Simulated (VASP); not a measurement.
# LaP (Fm-3m) in VASP: a series of runs, part 2 of 2

VASP 6.6.1.

## Step 3: Electric field gradients, LDA

This run uses another cell than the first one, of 27.34 Å³/atom, 1.020 times its volume.

INCAR

```
PREC = Accurate
ENCUT = 520
EDIFF = 1E-8
ISMEAR = -1
SIGMA = 0.03
LREAL = F
LASPH = T
NELM = 80
ALGO = Normal
ISIF = 2
LWAVE = F
LCHARG = F
GGA = CA
LEFG = T
NBANDS = 15
```

KPOINTS

```
Automatic mesh
0
Gamma
  10 10 10
```

POSCAR

```
LaP
1.0
    0.0000000000      3.0125000000      3.0125000000
    3.0125000000      0.0000000000      3.0125000000
    3.0125000000      3.0125000000      0.0000000000
La P
1 1
Direct
    0.0000000000      0.0000000000      0.0000000000
    0.5000000000      0.5000000000      0.5000000000
```

Potentials or basis: VASP PAW LDA potentials, release 64 (La, P).

Started as:

```
$ cat potpaw_LDA.64/La/POTCAR potpaw_LDA.64/P/POTCAR > POTCAR
$ mpirun -np 1 vasp_std > vasp.out
```

OUTCAR:

```text
PREC = Accurate
   ENCUT = 520
   EDIFF = 1E-8
   ISMEAR = -1
   LREAL = F
   LASPH = T
   NELM = 80
   ISIF = 2
   GGA = CA

 ion  position               nearest neighbor table
   1  0.000  0.000  0.000-   2 3.01   2 3.01   2 3.01   2 3.01   2 3.01   2 3.01
   2  0.500  0.500  0.500-   1 3.01   1 3.01   1 3.01   1 3.01   1 3.01   1 3.01

  LATTYP: Found a face centered cubic cell.
 ALAT       =     6.0250000000

  Lattice vectors:

 A1 = (   0.0000000000,   3.0125000000,   3.0125000000)
 A2 = (   3.0125000000,   0.0000000000,   3.0125000000)
 A3 = (   3.0125000000,   3.0125000000,   0.0000000000)

Analysis of symmetry for initial positions (statically):
=====================================================================
 Subroutine PRICEL returns:
 Original cell was already a primitive cell.

 Routine SETGRP: Setting up the symmetry group for a
 face centered cubic supercell.

 Subroutine GETGRP returns: Found 48 space group operations
 (whereof 48 operations were pure point group operations)
 out of a pool of 48 trial point group operations.

The static configuration has the point symmetry O_h .

Analysis of symmetry for dynamics (positions and initial velocities):
=====================================================================
 Subroutine PRICEL returns:
 Original cell was already a primitive cell.

 Routine SETGRP: Setting up the symmetry group for a
 face centered cubic supercell.

 Subroutine GETGRP returns: Found 48 space group operations
 (whereof 48 operations were pure point group operations)
 out of a pool of 48 trial point group operations.

The dynamic configuration has the point symmetry O_h .

 Subroutine INISYM returns: Found 48 space group operations
 (whereof 48 operations are pure point group operations),
 and found     1 'primitive' translations

----------------------------------------------------------------------------------------

                                     Primitive cell

  volume of cell :      54.6778

  direct lattice vectors                    reciprocal lattice vectors
     0.000000000  3.012500000  3.012500000    -0.165975104  0.165975104  0.165975104
     3.012500000  0.000000000  3.012500000     0.165975104 -0.165975104  0.165975104
     3.012500000  3.012500000  0.000000000     0.165975104  0.165975104 -0.165975104

  length of vectors
     4.260318357  4.260318357  4.260318357     0.287477312  0.287477312  0.287477312

  position of ions in fractional coordinates (direct lattice)
     0.000000000  0.000000000  0.000000000
     0.500000000  0.500000000  0.500000000

  ion indices of the primitive-cell ions
   primitive index   ion index
                 1           1
                 2           2

----------------------------------------------------------------------------------------

 KPOINTS: Automatic mesh

Automatic generation of k-mesh.
 Grid dimensions read from file:
 generate k-points for:   10   10   10

 Generating k-lattice:

  Cartesian coordinates                     Fractional coordinates (reciprocal lattice)
    -0.016597510  0.016597510  0.016597510     0.100000000  0.000000000  0.000000000
[... 74 lines left out ...]
   ISMEAR =    -1;   SIGMA  =   0.03  broadening in eV -4-tet -1-fermi 0-gaus
   EFERMI_NEDOS =   21; number of points for ismear=-14 and -15
   IALGO  =     38    algorithm
   IMIX   =      4    mixing-type and parameters
     AMIX     =   0.40;   BMIX     =  1.00
     AMIX_MAG =   1.60;   BMIX_MAG =  1.00
  volume/ion in A,a.u.               =      27.34       184.49
  Fermi-wavevector in a.u.,A,eV,Ry     =   1.086870  2.053887 16.072390  1.181287
  Thomas-Fermi vector in A             =   2.223017
   LORBIT       =      0    0 simple, 1 ext, 2 COOP (PROOUT), +10 PAW based schemes
   GGA     = CA    functional components
   LHFCALC =     F    Hartree Fock is set to
   AEXX    =    0.0000 exact exchange contribution
   IVDW    =     0    specifies the selected vdW correction
   LEPSILON=     F    determine dielectric tensor
   LRPA    =     F    only Hartree local field effects (RPA)
 non-spin polarized calculation
  energy-cutoff  :      520.00
  volume of cell :       54.68
 maximum number of plane-waves:      1488
   NGX = 15   NGY = 15   NGZ = 15

 number of electron      15.9999999 magnetization

 Free energy of the ion-electron system (eV)
  ---------------------------------------------------
  ext. energy  EPLUGINS =         0.00000000
  ---------------------------------------------------
  free energy    TOTEN  =       -14.68362045 eV

  energy without entropy =      -14.68276522  energy(sigma->0) =      -14.68319283

 E-fermi :   6.2702     XC(G=0):  -9.9347

 val. band max:        6.2521135690   @ k =   0.4000   0.4000   0.0000
 cond. band min:       6.3854310751   @ k =   0.0000   0.0000   0.0000
 fundamental gap:      0.1333175061
 Fermi energy:         6.2702012636

 k-point     1 :       0.0000    0.0000    0.0000
  band No.  band energies     occupation
      1     -25.3397      2.00000
      2      -8.8988      2.00000
      3      -8.8988      2.00000
      4      -8.8988      2.00000
      5      -2.8330      2.00000
      6       6.3854      0.04204
      7       6.3854      0.04204
      8       6.3854      0.04204
      9       8.0161      0.00000
     10       8.0161      0.00000
     11       8.0161      0.00000
     12       8.7852      0.00000
     13       8.9112      0.00000
     14       8.9112      0.00000
[... 401 lines left out ...]
      2      -9.3597      2.00000
      3      -9.0729      2.00000
      4      -9.0530      2.00000
      5      -2.1908      2.00000
      6       4.5637      2.00000
      7       5.6737      2.00000
      8       5.9065      1.99999
      9       6.8055      0.00000
     10       9.0316      0.00000
     11       9.0625      0.00000
     12       9.1099      0.00000
     13       9.1123      0.00000
     14       9.2382      0.00000
     15       9.4748      0.00000

 [... further k-points ...]
[... 5 lines left out ...]
  --------------------------------------------------------------------------------------
  -------------------------------------------------------------------------------------
  Total       -1.1121139     -1.1121139     -1.1121139      0.0000000      0.0000000     -0.0000000
  in kB      -32.5873226    -32.5873226    -32.5873226      0.0000000      0.0000000     -0.0000000
  external PRESSURE =     -32.5873226 kB  Pullay stress =       0.0000000 kB

 VOLUME and BASIS-vectors are now :
 -----------------------------------------------------------------------------
  energy-cutoff  :      520.00
  volume of cell :       54.68
      direct lattice vectors                 reciprocal lattice vectors
     0.000000000  3.012500000  3.012500000    -0.165975104  0.165975104  0.165975104
     3.012500000  0.000000000  3.012500000     0.165975104 -0.165975104  0.165975104
     3.012500000  3.012500000  0.000000000     0.165975104  0.165975104 -0.165975104

 POSITION                                       TOTAL-FORCE (eV/Angst)
 -----------------------------------------------------------------------------------
      0.00000      0.00000      0.00000         0.000000     -0.000000     -0.000000
      3.01250      3.01250      3.01250        -0.000000      0.000000      0.000000
 -----------------------------------------------------------------------------------
    total drift:                                0.000000     -0.000000     -0.000000

  FREE ENERGIE OF THE ION-ELECTRON SYSTEM (eV)
  ---------------------------------------------------
  free  energy   TOTEN  =       -14.6836204504 eV

  energy  without entropy=      -14.6827652158  energy(sigma->0) =      -14.68319283

 Electric field gradients (V/A^2)
---------------------------------------------------------------------
 ion       V_xx      V_yy      V_zz      V_xy      V_xz      V_yz
---------------------------------------------------------------------
   1      -0.000     0.000    -0.000     0.000     0.000     0.000
   2      -0.000    -0.000    -0.000    -0.000    -0.000    -0.000
---------------------------------------------------------------------

 Electric field gradients after diagonalization (V/A^2)
 (convention: |V_zz| > |V_xx| > |V_yy|)
----------------------------------------------------------------------
 ion       V_xx      V_yy      V_zz     asymmetry (V_yy - V_xx)/ V_zz
----------------------------------------------------------------------
   1      -0.000    -0.000     0.000       0.000
   2       0.000     0.000    -0.001       0.000
----------------------------------------------------------------------

           NMR quadrupolar parameters

 Cq : quadrupolar parameter    Cq=e*Q*V_zz/h
 eta: asymmetry parameters     (V_yy - V_xx)/ V_zz
 Q  : nuclear electric quadrupole moment in mb (millibarn)
----------------------------------------------------------------------
 ion       Cq(MHz)       eta       Q (mb)
----------------------------------------------------------------------
   1       0.000       0.000       1.000
   2      -0.000       0.000       1.000
----------------------------------------------------------------------
```

Run time: 22 s. Hardware: 1 thread of AMD EPYC 9R45 (Zen 5), shared host; peak memory 0.16 GiB.

What came out:

- Free energy: -14.6836 eV
- Pressure: -3.3 GPa
- Band gap on the k mesh: zero (band 8 reaches 6.39 eV, above the bottom of band 9 at 6.19 eV)

Caveat: without QUAD_EFG the Cq values of the log hold for a quadrupole moment of 1 mb, not for the nuclei; spin-orbit coupling is left out, which moves the levels of the heavy elements.

## Step 4: Electric field gradients, LDA (volume scaled by 1.01)

INCAR

```
SYSTEM = LaP
PREC = Accurate
ENCUT = 520
EDIFF = 1E-8
ISMEAR = -1
SIGMA = 0.03
LREAL = .FALSE.
LASPH = .TRUE.
NELM = 100
ALGO = Normal
ISIF = 2
LWAVE = .FALSE.
LCHARG = .FALSE.
GGA = CA
LEFG = .TRUE.
NBANDS = 15
```

KPOINTS

```
regular mesh
0
G
  10 10 10
  0 0 0
```

POSCAR

```
LaP
1.0
    0.0000000000      3.0225083792      3.0225083792
    3.0225083792      0.0000000000      3.0225083792
    3.0225083792      3.0225083792      0.0000000000
La P
1 1
Direct
    0.0000000000      0.0000000000      0.0000000000
    0.5000000000      0.5000000000      0.5000000000
```

Potentials or basis: VASP PAW LDA potentials, release 64 (La, P).

Started as:

```
$ cat potpaw_LDA.64/La/POTCAR potpaw_LDA.64/P/POTCAR > POTCAR
$ mpirun -np 1 vasp_std > vasp.out
```

OUTCAR:

```text
SYSTEM = LaP
   PREC = Accurate
   ENCUT = 520
   EDIFF = 1E-8
   ISMEAR = -1
   LREAL = .FALSE.
   LASPH = .TRUE.
   NELM = 100
   ISIF = 2
   GGA = CA

 ion  position               nearest neighbor table
   1  0.000  0.000  0.000-   2 3.02   2 3.02   2 3.02   2 3.02   2 3.02   2 3.02
   2  0.500  0.500  0.500-   1 3.02   1 3.02   1 3.02   1 3.02   1 3.02   1 3.02

  LATTYP: Found a face centered cubic cell.
 ALAT       =     6.0450167584

  Lattice vectors:

 A1 = (   0.0000000000,   3.0225083792,   3.0225083792)
[... 644 lines left out ...]
  ---------------------------------------------------
  free  energy   TOTEN  =       -14.6714322817 eV

  energy  without entropy=      -14.6706300266  energy(sigma->0) =      -14.67103115

 Electric field gradients (V/A^2)
---------------------------------------------------------------------
 ion       V_xx      V_yy      V_zz      V_xy      V_xz      V_yz
---------------------------------------------------------------------
   1      -0.000     0.000     0.000     0.000     0.000     0.000
   2      -0.000     0.000    -0.000    -0.000    -0.000    -0.000
---------------------------------------------------------------------

 Electric field gradients after diagonalization (V/A^2)
 (convention: |V_zz| > |V_xx| > |V_yy|)
----------------------------------------------------------------------
 ion       V_xx      V_yy      V_zz     asymmetry (V_yy - V_xx)/ V_zz
----------------------------------------------------------------------
   1      -0.000    -0.000     0.000       0.000
   2       0.000     0.000    -0.000       0.000
----------------------------------------------------------------------

           NMR quadrupolar parameters

 Cq : quadrupolar parameter    Cq=e*Q*V_zz/h
 eta: asymmetry parameters     (V_yy - V_xx)/ V_zz
 Q  : nuclear electric quadrupole moment in mb (millibarn)
----------------------------------------------------------------------
 ion       Cq(MHz)       eta       Q (mb)
----------------------------------------------------------------------
   1       0.000       0.000       1.000
   2      -0.000       0.000       1.000
----------------------------------------------------------------------
```

OSZICAR:

```text
N       E                     dE             d eps       ncg     rms          rms(c)
DAV:   1     0.126216535423E+03    0.12622E+03   -0.57394E+03  1418   0.137E+03
DAV:   2    -0.131290962867E+01   -0.12753E+03   -0.11578E+03  1745   0.197E+02
DAV:   3    -0.144826674297E+02   -0.13170E+02   -0.12784E+02  2018   0.100E+02
DAV:   4    -0.150341881495E+02   -0.55152E+00   -0.54978E+00  2518   0.162E+01
DAV:   5    -0.150530654077E+02   -0.18877E-01   -0.18862E-01  1930   0.250E+00    0.418E+00
DAV:   6    -0.146962523206E+02    0.35681E+00   -0.14509E+00  2403   0.493E+00    0.283E+00
DAV:   7    -0.146772038552E+02    0.19048E-01   -0.69126E-02  2409   0.157E+00    0.135E+00
DAV:   8    -0.146718490007E+02    0.53549E-02   -0.13482E-02  2463   0.124E+00    0.211E-01
DAV:   9    -0.146714709237E+02    0.37808E-03   -0.15689E-03  2618   0.367E-01    0.130E-01
DAV:  10    -0.146714566675E+02    0.14256E-04   -0.59032E-04  2415   0.259E-01    0.465E-02
DAV:  11    -0.146714383310E+02    0.18337E-04   -0.32273E-04  2471   0.180E-01    0.149E-02
DAV:  12    -0.146714323856E+02    0.59453E-05   -0.48747E-05  2513   0.643E-02    0.315E-03
DAV:  13    -0.146714323431E+02    0.42545E-07   -0.11448E-06  2099   0.885E-03    0.177E-03
DAV:  14    -0.146714322815E+02    0.61602E-07   -0.56882E-07  2508   0.563E-03    0.215E-04
DAV:  15    -0.146714322817E+02   -0.15984E-09   -0.10777E-08  1238   0.781E-04
   1 F= -.14671432E+02 E0= -.14671031E+02  d E =-.802255E-03
```

Wall time 22 s (1 thread of AMD EPYC 9R45 (Zen 5), shared host); peak memory 0.16 GiB.

Results:

```yaml
Free_energy: -14.6714 eV
Pressure: -3.9 GPa
Band_gap_on_the_k_mesh: zero (band 8 reaches 6.29 eV, above the bottom of band 9 at 6.09 eV)
```

Levels at points of the mesh, in eV from the Fermi level:
```tsv
k point	band 5	band 6	band 7	band 8	band 9	band 10	band 11	band 12
(0.00, 0.00, 0.00)	-9.09	0.11	0.11	0.11	1.74	1.74	1.74	2.48
(0.50, 0.00, 0.00)	-7.62	-3.03	-1.63	-1.63	2.35	2.61	2.61	2.87
(0.50, 0.50, 0.00)	-8.70	-0.87	-0.12	-0.10	-0.10	2.74	2.77	2.84
```

Caveat: the cell differs from its parent crystal (volume scaled by 1.01); without QUAD_EFG the Cq values of the log hold for a quadrupole moment of 1 mb, not for the nuclei; spin-orbit coupling is left out, which moves the levels of the heavy elements.

## Step 5: Electric field gradients, LDA (volume scaled by 1.01)

INCAR

```
ALGO = Normal
EDIFF = 1E-8
ENCUT = 520
ISIF = 2
ISMEAR = -1
LASPH = True
LCHARG = False
LEFG = True
LREAL = False
LWAVE = False
NBANDS = 15
NELM = 60
PREC = Accurate
SIGMA = 0.03
```

KPOINTS

```
k-points
0
Gamma
  10 10 10
```

POSCAR is that of step 4.

Potentials or basis: VASP PAW LDA potentials, release 64 (La, P).

Started as:

```
$ cat potpaw_LDA.64/La/POTCAR potpaw_LDA.64/P/POTCAR > POTCAR
$ mpirun -np 1 vasp_std > vasp.out
```

OUTCAR:

```text
EDIFF = 1E-8
   ENCUT = 520
   ISIF = 2
   ISMEAR = -1
   LASPH = True
   LREAL = False
   NELM = 60
   PREC = Accurate

 ion  position               nearest neighbor table
   1  0.000  0.000  0.000-   2 3.02   2 3.02   2 3.02   2 3.02   2 3.02   2 3.02
   2  0.500  0.500  0.500-   1 3.02   1 3.02   1 3.02   1 3.02   1 3.02   1 3.02

  LATTYP: Found a face centered cubic cell.
 ALAT       =     6.0450167584

  Lattice vectors:

 A1 = (   0.0000000000,   3.0225083792,   3.0225083792)
 A2 = (   3.0225083792,   0.0000000000,   3.0225083792)
 A3 = (   3.0225083792,   3.0225083792,   0.0000000000)

[... 642 lines left out ...]
  free  energy   TOTEN  =       -14.6714322817 eV

  energy  without entropy=      -14.6706300266  energy(sigma->0) =      -14.67103115

 Electric field gradients (V/A^2)
---------------------------------------------------------------------
 ion       V_xx      V_yy      V_zz      V_xy      V_xz      V_yz
---------------------------------------------------------------------
   1      -0.000     0.000     0.000     0.000     0.000     0.000
   2      -0.000     0.000    -0.000    -0.000    -0.000    -0.000
---------------------------------------------------------------------

 Electric field gradients after diagonalization (V/A^2)
 (convention: |V_zz| > |V_xx| > |V_yy|)
----------------------------------------------------------------------
 ion       V_xx      V_yy      V_zz     asymmetry (V_yy - V_xx)/ V_zz
----------------------------------------------------------------------
   1      -0.000    -0.000     0.000       0.000
   2       0.000     0.000    -0.000       0.000
----------------------------------------------------------------------

           NMR quadrupolar parameters

 Cq : quadrupolar parameter    Cq=e*Q*V_zz/h
 eta: asymmetry parameters     (V_yy - V_xx)/ V_zz
 Q  : nuclear electric quadrupole moment in mb (millibarn)
----------------------------------------------------------------------
 ion       Cq(MHz)       eta       Q (mb)
----------------------------------------------------------------------
   1       0.000       0.000       1.000
   2      -0.000       0.000       1.000
----------------------------------------------------------------------
```

stdout:

```text
POSCAR found type information on POSCAR LaP
 POSCAR found :  2 types and       2 ions
 scaLAPACK will be used
 LDA part: xc-table for (Slater(with rela. corr.)+CA(PZ))
 , standard interpolation
 POSCAR, INCAR and KPOINTS ok, starting setup
 FFT: planning ... GRIDC
 FFT: planning ... GRID_SOFT
 FFT: planning ... GRID
 WAVECAR not read
 entering main loop
ion   1

ion   2
```

Run time: 22 s. Hardware: 1 thread of AMD EPYC 9R45 (Zen 5), shared host; peak memory 0.16 GiB.

Results:

```yaml
Free_energy: -14.6714 eV
Pressure: -3.9 GPa
Band_gap_on_the_k_mesh: zero (band 8 reaches 6.29 eV, above the bottom of band 9 at 6.09 eV)
```

Caveat: the cell differs from its parent crystal (volume scaled by 1.01); without QUAD_EFG the Cq values of the log hold for a quadrupole moment of 1 mb, not for the nuclei; spin-orbit coupling is left out, which moves the levels of the heavy elements.

## Step 6: The runs side by side

| cell | gap on the mesh (eV) | pressure (GPa) |
| --- | --- | --- |
| a = 4.232 Å, angles 60.0°, 2 atoms | none | -1.8 |
| a = 4.260 Å, angles 60.0°, 2 atoms | none | -3.3 |
| a = 4.274 Å, angles 60.0°, 2 atoms | none | -3.9 |

Alike in all rows: task electric field gradients; level LDA; potentials or basis VASP PAW LDA potentials, release 64 (La, P); no spin polarisation; k mesh 10 × 10 × 10; cutoff (eV) 520; smearing fermi-dirac 0.03 eV.

Caveats: spin-orbit coupling is left out, which moves the levels of the heavy elements.

Absolute energies hang on the potentials; compare differences alone.
